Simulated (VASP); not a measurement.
The system is Ga.

```
CELL_PARAMETERS angstrom
0.00000 2.79810 2.79810
2.79810 0.00000 2.79810
2.79810 2.79810 0.00000
ATOMIC_POSITIONS crystal
Ga 0.50000 0.50000 0.50000
Ga 0.75000 0.75000 0.75000
```

| Property | Result |
| --- | --- |
| Program | VASP 6.6.1 |
| Task | relaxation of cell and atoms |
| Functional | r2SCAN |
| Potentials or basis | VASP PAW PBE potentials, release 64 (Ga_d) |
| Cutoff | 600 eV |
| k mesh | 6 × 6 × 6 |
| Occupations | gaussian, width 0.1 eV |
| Spin | no spin polarisation |

At the start: pressure 5.0 GPa; volume 21.91 Å³/atom.

Q: How do energy, volume and symmetry change on relaxing?

A: Over 3 steps the energy falls by 28.8 meV/atom and the volume is 23.96 Å³/atom (+9.4 %); space group Fd-3m (No. 227, to 0.05 Å).

The path:
```csv
step,energy change (eV),largest force (eV/Å),pressure (GPa),volume (Å³)
1,0.0000,0.0000,5.02,43.81
2,-0.0571,0.0000,-0.32,48.31
3,-0.0575,0.0000,0.01,47.92
```

Final structure:
```cif
data_structure
_symmetry_space_group_name_H-M 'P 1'
_symmetry_Int_Tables_number 1
_cell_length_a 4.0770
_cell_length_b 4.0770
_cell_length_c 4.0770
_cell_angle_alpha 60.000
_cell_angle_beta 60.000
_cell_angle_gamma 60.000
_cell_volume 47.92
loop_
_atom_site_label
_atom_site_type_symbol
_atom_site_fract_x
_atom_site_fract_y
_atom_site_fract_z
_atom_site_occupancy
Ga1 Ga 0.50000 0.50000 0.50000 1
Ga2 Ga 0.75000 0.75000 0.75000 1
```

Caveat: the PAW data sets were made with another functional, which shifts forces and pressure a little.
